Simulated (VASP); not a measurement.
Write the native input for VASP 6.6.1 that does the following.

```yaml
Task: single point
Functional: r2SCAN
Potentials_or_basis: VASP PAW PBE potentials, release 64 (Te, Pb_d)
Cutoff: 520 eV
k_mesh: 4 × 4 × 4
Occupations: fermi-dirac, width 0.01 eV
Spin: no spin polarisation
Dipole_correction: no
Further_INCAR_settings: ALGO = Normal; EDIFF = 1e-06; NBANDS = 17
```

The system is TePb.

```
Te Pb
1.0
     4.45713    0.00000    0.00000
     2.22856    3.85999    0.00000
     2.22856    1.28666    3.63923
Te Pb
1 1
Direct
  0.50000 0.50000 0.50000
  0.00000 0.00000 0.00000
```

The input as run:

POSCAR

```
TePb
1.0
    4.4571298101      0.0000000000      0.0000000000
    2.2285649051      3.8599876435      0.0000000000
    2.2285649051      1.2866625478      3.6392312507
Te Pb
1 1
Direct
    0.5000000000      0.5000000000      0.5000000000
    0.0000000000      0.0000000000      0.0000000000
```

INCAR.step1

```
PREC = Accurate
ENCUT = 520
ISMEAR = -1
SIGMA = 0.01
LREAL = False
LASPH = True
NELM = 100
NBANDS = 17
GGA = PE
ALGO = Normal
EDIFF = 1E-4
LWAVE = True
LCHARG = False
```

INCAR.step2

```
PREC = Accurate
ENCUT = 520
EDIFF = 1E-6
ISMEAR = -1
SIGMA = 0.01
LREAL = False
LASPH = True
NELM = 100
ALGO = Normal
ISIF = 2
LWAVE = False
LCHARG = True
METAGGA = R2SCAN
LMIXTAU = True
LELF = True
LVHAR = True
NBANDS = 17
ISTART = 1
```

KPOINTS

```
regular mesh
0
Gamma
  4 4 4
```

Potentials or basis: VASP PAW PBE potentials, release 64 (Te, Pb_d).

Run with:

```bash
$ cat potpaw_PBE.64/Te/POTCAR potpaw_PBE.64/Pb_d/POTCAR > POTCAR
$ cp INCAR.step1 INCAR
$ mpirun -np 1 vasp_std > vasp.out
$ cp INCAR.step2 INCAR
$ mpirun -np 1 vasp_std > vasp.out
```

Results of the run:

The pressure is 5.9 GPa and the band gap on the k mesh is 0.83 eV.

Caveat: the k points lie up to 0.43 Å⁻¹ apart; the PAW data sets were made with another functional, which shifts forces and pressure a little; spin-orbit coupling is left out, which moves the levels of the heavy elements.

Wall time 81 s on 1 thread of AMD EPYC 7R13 (shared host), peak memory 0.19 GiB.
